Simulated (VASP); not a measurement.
# AlCu5 (P-6m2) in VASP: further runs

The runs below take AlCu5 through single point, relaxation of cell and atoms, with PBE.

Program: VASP 6.6.1. These are calculated values, not measurements. Logs are shortened: lines on timing, memory, paths and dates and some standing lists are left out, and cuts for length are marked.

## (1) The cell of the first run

Symmetry: P-6m2, No. 187, hexagonal system. Conventional cell: a = 2.651 Å, b = 2.651 Å, c = 12.357 Å, α = 90.00°, β = 90.00°, γ = 120.00°. Al (site symmetry -6m2) has 6 Cu at 2.58 Å and 6 Al at 2.65 Å within 3.4 Å. Cu (site symmetry 3m) has 12 Cu at 2.56 to 2.65 Å within 3.4 Å. Within 3.4 Å of Cu (site symmetry 3m) lie 9 Cu at 2.56 to 2.65 Å and 3 Al at 2.58 Å. Cu (site symmetry -6m2) has 12 Cu at 2.56 to 2.65 Å within 3.4 Å.

## (2) Single point, PBE

Input file INCAR:

```
SYSTEM = AlCu5
PREC = Accurate
ENCUT = 520
EDIFF = 1E-7
ISMEAR = 0
SIGMA = 0.1
LREAL = .FALSE.
LASPH = .TRUE.
NELM = 60
ALGO = Normal
ISIF = 2
LWAVE = .FALSE.
LCHARG = .FALSE.
GGA = PE
NBANDS = 38
```

Input file KPOINTS:

```
regular mesh
0
G
  6 6 2
  0 0 0
```

Input file POSCAR:

```
AlCu5
1.0
    2.6508285277      0.0000000029      0.0000000000
   -1.3254142663      2.2956848446      0.0000000000
    0.0000000000      0.0000000000     12.3569893573
Al Cu
1 5
Direct
    0.3333333333      0.6666666667      0.0000000000
    0.3333333333      0.6666666667      0.6664369983
    0.3333333333      0.6666666667      0.3335630017
    0.6666666667      0.3333333333      0.8323417658
    0.6666666667      0.3333333333      0.1676582342
    0.6666666667      0.3333333333      0.5000000000
```

Potentials or basis: VASP PAW PBE potentials, release 64 (Al, Cu).

Command:

```bash
$ cat potpaw_PBE.64/Al/POTCAR potpaw_PBE.64/Cu/POTCAR > POTCAR
$ mpirun -np 1 vasp_std > vasp.out
```

OUTCAR:

```text
SYSTEM = AlCu5
   PREC = Accurate
   ENCUT = 520
   EDIFF = 1E-7
   ISMEAR = 0
   LREAL = .FALSE.
   LASPH = .TRUE.
   NELM = 60
   ISIF = 2
   GGA = PE

 ion  position               nearest neighbor table
   1  0.333  0.667  0.000-   4 2.58   5 2.58   4 2.58   5 2.58   4 2.58   5 2.58
   2  0.333  0.667  0.666-   4 2.56   4 2.56   4 2.56   6 2.56   6 2.56   6 2.56
   3  0.333  0.667  0.334-   5 2.56   5 2.56   5 2.56   6 2.56   6 2.56   6 2.56
   4  0.667  0.333  0.832-   2 2.56   2 2.56   2 2.56   1 2.58   1 2.58   1 2.58
   5  0.667  0.333  0.168-   3 2.56   3 2.56   3 2.56   1 2.58   1 2.58   1 2.58
   6  0.667  0.333  0.500-   2 2.56   3 2.56   2 2.56   3 2.56   2 2.56   3 2.56

  LATTYP: Found a hexagonal cell.
 ALAT       =     2.6508285277
 C/A-ratio  =     4.6615574067

  Lattice vectors:

 A1 = (   2.6508285277,   0.0000000029,   0.0000000000)
 A2 = (  -1.3254142663,   2.2956848446,   0.0000000000)
 A3 = (   0.0000000000,   0.0000000000,  12.3569893573)

Analysis of symmetry for initial positions (statically):
=====================================================================
 Subroutine PRICEL returns:
 Original cell was already a primitive cell.

 Routine SETGRP: Setting up the symmetry group for a
 hexagonal supercell.

 Subroutine GETGRP returns: Found 12 space group operations
 (whereof 12 operations were pure point group operations)
 out of a pool of 24 trial point group operations.

The static configuration has the point symmetry D_3h.

Analysis of symmetry for dynamics (positions and initial velocities):
=====================================================================
 Subroutine PRICEL returns:
 Original cell was already a primitive cell.

 Routine SETGRP: Setting up the symmetry group for a
 hexagonal supercell.

 Subroutine GETGRP returns: Found 12 space group operations
 (whereof 12 operations were pure point group operations)
 out of a pool of 24 trial point group operations.

The dynamic configuration has the point symmetry D_3h.

 Subroutine INISYM returns: Found 12 space group operations
 (whereof 12 operations are pure point group operations),
 and found     1 'primitive' translations

----------------------------------------------------------------------------------------

[... 89 lines left out ...]
   EDIFF  = 0.1E-06   stopping-criterion for ELM
   LREAL  =      F    real-space projection
   EDIFFG = 0.1E-05   stopping-criterion for IOM
   NSW    =      0    number of steps for IOM
   IBRION =     -1    ionic relax: 0-MD 1-quasi-New 2-CG
   NFREE  =      0    steps in history (QN), initial steepest desc. (CG)
   ISIF   =      2    stress and relaxation
   ISYM   =      2    0-nonsym 1-usesym 2-fastsym
   POTIM  = 0.5000    time-step for ionic-motion
   TEBEG  =    0.0;   TEEND  =   0.0 temperature during run
   PSTRESS=    0.0 pullay stress
   NELECT =      58.0000    total number of electrons
   NUPDOWN=      -1.0000    fix difference up-down
   EMIN   =  10.00;   EMAX   =-10.00  energy-range for DOS
   EFERMI =   0.00;   METHOD = LEGACY
   ISMEAR =     0;   SIGMA  =   0.10  broadening in eV -4-tet -1-fermi 0-gaus
   EFERMI_NEDOS =   21; number of points for ismear=-14 and -15
   IALGO  =     38    algorithm
   IMIX   =      4    mixing-type and parameters
     AMIX     =   0.40;   BMIX     =  1.00
     AMIX_MAG =   1.60;   BMIX_MAG =  1.00
  volume/ion in A,a.u.               =      12.53        84.58
  Fermi-wavevector in a.u.,A,eV,Ry     =   1.501350  2.837140 30.668240  2.254052
  Thomas-Fermi vector in A             =   2.612732
   LORBIT       =      0    0 simple, 1 ext, 2 COOP (PROOUT), +10 PAW based schemes
   GGA     = PE    functional components
   LHFCALC =     F    Hartree Fock is set to
   AEXX    =    0.0000 exact exchange contribution
   IVDW    =     0    specifies the selected vdW correction
   LEPSILON=     F    determine dielectric tensor
   LRPA    =     F    only Hartree local field effects (RPA)
 non-spin polarized calculation
 Gauss-broadening in eV      SIGMA  =   0.10
  energy-cutoff  :      520.00
  volume of cell :       75.20
 maximum number of plane-waves:      2085
 NGX is ok and might be reduce to    20
   NGX =  9   NGY =  9   NGZ = 45

 number of electron      57.9999964 magnetization

 Free energy of the ion-electron system (eV)
  ---------------------------------------------------
  ext. energy  EPLUGINS =         0.00000000
  ---------------------------------------------------
  free energy    TOTEN  =       -22.43554794 eV

  energy without entropy =      -22.42589118  energy(sigma->0) =      -22.43071956

 E-fermi :   7.5830     XC(G=0): -12.1998

 val. band max:        7.5753514847   @ k =   0.5000   0.0000   0.0000
 cond. band min:       7.6463913866   @ k =   0.5000   0.0000   0.5000
 fundamental gap:      0.0710399020
 Fermi energy:         7.5829694121

 k-point     1 :       0.0000    0.0000    0.0000
  band No.  band energies     occupation
      1      -3.2207      2.00000
      2      -0.8076      2.00000
      3      -0.6593      2.00000
      4       1.6615      2.00000
      5       1.7455      2.00000
      6       2.8954      2.00000
[... 563 lines left out ...]
     37      12.8083      0.00000
     38      15.1178      0.00000

------------------------ aborting loop because EDIFF is reached ----------------------------------------

  FORCE on cell =-STRESS in cart. coord.  units (eV):
  Direction    XX          YY          ZZ          XY          YZ          ZX
  --------------------------------------------------------------------------------------
  -------------------------------------------------------------------------------------
  Total        0.2538607      0.2538607      0.3201381      0.0000000     -0.0000000     -0.0000000
  in kB        5.4087810      5.4087810      6.8208945      0.0000000     -0.0000000     -0.0000000
  external PRESSURE =       5.8794855 kB  Pullay stress =       0.0000000 kB

 VOLUME and BASIS-vectors are now :
 -----------------------------------------------------------------------------
  energy-cutoff  :      520.00
  volume of cell :       75.20
      direct lattice vectors                 reciprocal lattice vectors
     2.650828528  0.000000003  0.000000000     0.377240545  0.217799931  0.000000000
    -1.325414266  2.295684845  0.000000000    -0.000000000  0.435599861  0.000000000
     0.000000000  0.000000000 12.356989357     0.000000000  0.000000000  0.080925861

 POSITION                                       TOTAL-FORCE (eV/Angst)
 -----------------------------------------------------------------------------------
     -0.00000      1.53046      0.00000         0.000000      0.000000     -0.000000
     -0.00000      1.53046      8.23515         0.000000     -0.000000      0.004446
     -0.00000      1.53046      4.12183         0.000000     -0.000000     -0.004446
      1.32541      0.76523     10.28524        -0.000000      0.000000     -0.008259
      1.32541      0.76523      2.07175        -0.000000      0.000000      0.008259
      1.32541      0.76523      6.17849        -0.000000      0.000000     -0.000000
 -----------------------------------------------------------------------------------
    total drift:                                0.000001     -0.000001      0.000000

  FREE ENERGIE OF THE ION-ELECTRON SYSTEM (eV)
  ---------------------------------------------------
  free  energy   TOTEN  =       -22.4355479371 eV

  energy  without entropy=      -22.4258911776  energy(sigma->0) =      -22.43071956
```

Wall time 27 s (1 thread of Intel Xeon 6975P-C (Granite Rapids), shared host); peak memory 0.19 GiB.

Results:

```
Free energy            : -22.4355 eV
Pressure               : 0.6 GPa
Largest force          : 0.008 eV/Å
Band gap on the k mesh : zero (band 29 reaches 10.12 eV, above the bottom of band 30 at 5.98 eV)
```

Forces on the atoms (eV/Å):
```
Al   0.000  0.000  0.000
Cu   0.000  0.000  0.004
Cu   0.000  0.000 -0.004
Cu   0.000  0.000 -0.008
Cu   0.000  0.000  0.008
Cu   0.000  0.000  0.000
```

Stress tensor (GPa, compression positive):
```
0.54 0.00 0.00
0.00 0.54 0.00
0.00 0.00 0.68
```

Levels at points of the mesh, in eV from the Fermi level:
```csv
k point,band 26,band 27,band 28,band 29,band 30,band 31,band 32,band 33
"(0.00, 0.00, 0.00)",-2.03,-1.73,-1.73,-1.60,-1.60,-1.02,2.38,7.53
"(0.50, 0.00, 0.00)",-1.41,-1.16,-0.61,-0.01,0.82,1.18,2.23,2.64
"(0.00, 0.00, 0.50)",-2.03,-1.84,-1.73,-1.73,-1.60,-1.60,3.39,5.51
"(0.50, 0.00, 0.50)",-1.41,-1.35,-0.38,0.06,0.59,1.22,2.19,2.56
```

Caveat: the k points lie up to 0.46 Å⁻¹ apart.

## (3) Single point, PBE

This run uses another cell than the first one, of 13.25 Å³/atom, 1.057 times its volume.

Input file INCAR:

```
  ALGO = Fast
  EDIFF = 1E-7
  ENCUT = 520
  GGA = PE
  ISIF = 2
  ISMEAR = 0
  LASPH = True
  LCHARG = False
  LREAL = False
  LWAVE = False
  NBANDS = 38
  NELM = 60
  PREC = Accurate
  SIGMA = 0.1
```

Input file KPOINTS:

```
k-points
0
Gamma
  6 6 2
```

Input file POSCAR:

```
AlCu5
1.0
    2.6643738100      0.0000000000      0.0000000000
   -1.3321869100      2.3074154100      0.0000000000
    0.0000000000      0.0000000000     12.9313519200
Al Cu
1 5
Direct
    0.3333333300      0.6666666700      0.0000000000
    0.3333333300      0.6666666700      0.6666666700
    0.3333333300      0.6666666700      0.3333333300
    0.6666666700      0.3333333300      0.8333333300
    0.6666666700      0.3333333300      0.1666666700
    0.6666666700      0.3333333300      0.5000000000
```

Potentials or basis: VASP PAW PBE potentials, release 64 (Al, Cu).

Command:

```bash
$ cat potpaw_PBE.64/Al/POTCAR potpaw_PBE.64/Cu/POTCAR > POTCAR
$ mpirun -np 1 vasp_std > vasp.out
```

Wall time 31 s (1 thread of Intel Xeon 6975P-C (Granite Rapids), shared host); peak memory 0.19 GiB.

It converged, with:

```yaml
Free_energy: -22.3119 eV
Pressure: -5.9 GPa
Largest_force: 0.069 eV/Å
Band_gap_on_the_k_mesh: zero (band 29 reaches 9.60 eV, above the bottom of band 30 at 5.37 eV)
```

Forces on the atoms (eV/Å):
```
Al   0.000  0.000  0.000
Cu   0.000  0.000  0.047
Cu   0.000  0.000 -0.047
Cu   0.000  0.000 -0.069
Cu   0.000  0.000  0.069
Cu   0.000  0.000  0.000
```

Stress tensor (GPa, compression positive):
```
 -3.55   0.00   0.00
  0.00  -3.55   0.00
  0.00   0.00 -10.53
```

Levels at points of the mesh, in eV from the Fermi level:
```csv
k point,band 26,band 27,band 28,band 29,band 30,band 31,band 32,band 33
"(0.00, 0.00, 0.00)",-2.01,-1.74,-1.74,-1.64,-1.64,-1.30,1.67,6.41
"(0.50, 0.00, 0.00)",-1.40,-1.22,-0.50,0.03,0.83,1.15,2.17,2.42
"(0.00, 0.00, 0.50)",-2.01,-2.01,-1.74,-1.74,-1.64,-1.64,2.66,4.47
"(0.50, 0.00, 0.50)",-1.40,-1.40,-0.34,0.11,0.60,1.19,2.13,2.36
```

Caveat: the k points lie up to 0.45 Å⁻¹ apart.

## (4) Relaxation of cell and atoms, PBE

This run uses another cell than the first one, of 13.25 Å³/atom, 1.057 times its volume.

Input file INCAR:

```
SYSTEM = AlCu5
PREC = Accurate
ENCUT = 600
EDIFF = 1E-6
ISMEAR = 0
SIGMA = 0.1
LREAL = .False.
LASPH = .True.
NELM = 60
ALGO = Normal
ISIF = 3
LWAVE = .False.
LCHARG = .False.
GGA = PE
IBRION = 2
NSW = 90
EDIFFG = -0.04
```

Input file KPOINTS:

```
Automatic mesh
0
Gamma
  6 6 2
  0 0 0
```

POSCAR is that of step 3.

Command:

```bash
$ cat potpaw_PBE.64/Al/POTCAR potpaw_PBE.64/Cu/POTCAR > POTCAR
$ mpirun -np 1 vasp_std > vasp.out
```

Wall time 2.6 min (1 thread of Intel Xeon 6975P-C (Granite Rapids), shared host); peak memory 0.26 GiB.

Results (log left out):

```
Free energy                            : -22.4373 eV
Relaxed volume                         : 12.56 Å³/atom
Relaxed cell                           : a = 2.654 Å, b = 2.654 Å, c = 12.362 Å, α = 90.00°, β = 90.00°, γ = 120.00°
Space group after relaxing (to 0.05 Å) : P-6m2 (No. 187)
Energy gained by relaxing              : 20.9 meV/atom
Ionic steps                            : 7
Pressure after relaxing                : -0.1 GPa
Largest force after relaxing           : 0.028 eV/Å
Band gap on the k mesh                 : zero (band 29 reaches 10.07 eV, above the bottom of band 30 at 5.96 eV)
```

Forces in eV/Å, atoms in the order of the input:
```
Al   0.000  0.000  0.000
Cu   0.000  0.000 -0.017
Cu   0.000  0.000  0.017
Cu   0.000  0.000 -0.028
Cu   0.000  0.000  0.028
Cu   0.000  0.000  0.000
```

Stress tensor (GPa, compression positive):
```
-0.20  0.00  0.00
 0.00 -0.20  0.00
 0.00  0.00 -0.03
```

Step by step:
| step | energy change (eV) | largest force (eV/Å) | pressure (GPa) | volume (Å³) |
| --- | --- | --- | --- | --- |
| 1 | 0.0000 | 0.0693 | -6.03 | 79.50 |
| 2 | -0.1074 | 0.0602 | 2.82 | 73.87 |
| 3 | -0.1148 | 0.0642 | 0.73 | 74.98 |
| 4 | -0.1148 | 0.0640 | 0.94 | 74.89 |
| 5 | -0.1247 | 0.0364 | 0.63 | 75.27 |
| 6 | -0.1251 | 0.0248 | 0.20 | 75.42 |
| 7 | -0.1252 | 0.0278 | -0.14 | 75.38 |

Final structure:
```
CELL_PARAMETERS angstrom
2.65352 0.00000 0.00000
-1.32676 2.29801 0.00000
0.00000 0.00000 12.36248
ATOMIC_POSITIONS crystal
Al 0.33333 0.66667 0.00000
Cu 0.33333 0.66667 0.66688
Cu 0.33333 0.66667 0.33312
Cu 0.66667 0.33333 0.83279
Cu 0.66667 0.33333 0.16721
Cu 0.66667 0.33333 0.50000
```

Levels at points of the mesh, in eV from the Fermi level:
```
           k point  band 25  band 26  band 27  band 28  band 29  band 30  band 31  band 32  band 33  band 34
(0.00, 0.00, 0.00)    -2.02    -2.02    -1.73    -1.73    -1.60    -1.60    -1.01     2.40     7.51     8.48
(0.50, 0.00, 0.00)    -1.41    -1.41    -1.16    -0.61    -0.01     0.81     1.18     2.23     2.65     4.72
(0.00, 0.00, 0.50)    -2.02    -2.02    -1.84    -1.72    -1.72    -1.60    -1.60     3.42     5.49    11.35
(0.50, 0.00, 0.50)    -1.41    -1.41    -1.35    -0.38     0.07     0.59     1.21     2.18     2.57     5.26
```

Caveat: the k points lie up to 0.46 Å⁻¹ apart in the final cell.

## (5) Single point, PBE

Input file INCAR:

```
SYSTEM = AlCu5
PREC = Accurate ; ENCUT = 520
EDIFF = 1E-6 ; ISMEAR = 0
SIGMA = 0.1 ; LREAL = .FALSE.
LASPH = .TRUE. ; NELM = 80
ALGO = Fast ; ISIF = 2
LWAVE = .FALSE. ; LCHARG = .FALSE.
GGA = PE ; NBANDS = 38
```

Input file KPOINTS:

```
Automatic mesh
0
G
  18 18 4
  0 0 0
```

Input file POSCAR:

```
AlCu5
1.0
    2.6392266870      0.0000000000      0.0000000000
   -1.3196133435      2.2856373573      0.0000000000
    0.0000000000      0.0000000000     12.4600483148
Al Cu
1 5
Direct
    0.3333333333      0.6666666667      0.0000000000
    0.3333333333      0.6666666667      0.6655019321
    0.3333333333      0.6666666667      0.3344980679
    0.6666666667      0.3333333333      0.8320373426
    0.6666666667      0.3333333333      0.1679626574
    0.6666666667      0.3333333333      0.5000000000
```

Command:

```bash
$ cat potpaw_PBE.64/Al/POTCAR potpaw_PBE.64/Cu/POTCAR > POTCAR
$ mpirun -np 1 vasp_std > vasp.out
```

It took 2.6 min on 1 thread of Intel Xeon 6975P-C (Granite Rapids), shared host; peak memory 0.36 GiB.

Results (log left out):

- Free energy: -22.5467 eV
- Pressure: 0.5 GPa
- Largest force: 0.006 eV/Å
- Band gap on the k mesh: zero (band 29 reaches 10.17 eV, above the bottom of band 30 at 6.00 eV)

Forces on the atoms (eV/Å):
```
Al   0.000  0.000  0.000
Cu   0.000  0.000  0.004
Cu   0.000  0.000 -0.004
Cu   0.000  0.000 -0.006
Cu   0.000  0.000  0.006
Cu   0.000  0.000  0.000
```

Stress tensor (GPa, compression positive):
```
0.42 0.00 0.00
0.00 0.42 0.00
0.00 0.00 0.58
```

Levels at points of the mesh, in eV from the Fermi level:
```tsv
k point	band 27	band 28	band 29	band 30	band 31	band 32
(0.00, 0.00, 0.00)	-1.85	-1.85	-1.68	-1.68	-1.21	2.10
(0.50, 0.00, 0.00)	-1.24	-0.71	-0.05	0.73	1.16	2.15
(0.00, 0.00, 0.50)	-1.99	-1.85	-1.85	-1.68	-1.68	3.07
(0.50, 0.00, 0.50)	-1.45	-0.46	0.02	0.50	1.19	2.12
```

## (6) The runs side by side

| task | cell | k mesh | cutoff (eV) | gap on the mesh (eV) | pressure (GPa) | largest force (eV/Å) |
| --- | --- | --- | --- | --- | --- | --- |
| single point | a = 2.651, b = 2.651, c = 12.357 Å, angles 90.0, 90.0, 120.0°, 6 atoms | 6 × 6 × 2 | 520 | none | 0.6 | 0.01 |
| single point | a = 2.664, b = 2.664, c = 12.931 Å, angles 90.0, 90.0, 120.0°, 6 atoms | 6 × 6 × 2 | 520 | none | -5.9 | 0.07 |
| relaxation of cell and atoms | relaxed from a = 2.664, b = 2.664, c = 12.931 Å, angles 90.0, 90.0, 120.0°, 6 atoms | 6 × 6 × 2 | 600 | none | -0.1 | 0.03 |
| single point | a = 2.639, b = 2.639, c = 12.460 Å, angles 90.0, 90.0, 120.0°, 6 atoms | 18 × 18 × 4 | 520 | none | 0.5 | 0.01 |

Alike in all rows: level PBE; potentials or basis VASP PAW PBE potentials, release 64 (Al, Cu); no spin polarisation; smearing gaussian 0.1 eV.

Caveats: some runs use coarse meshes.

Total energies depend on the potentials used, so only differences within one code and one set of settings carry meaning.
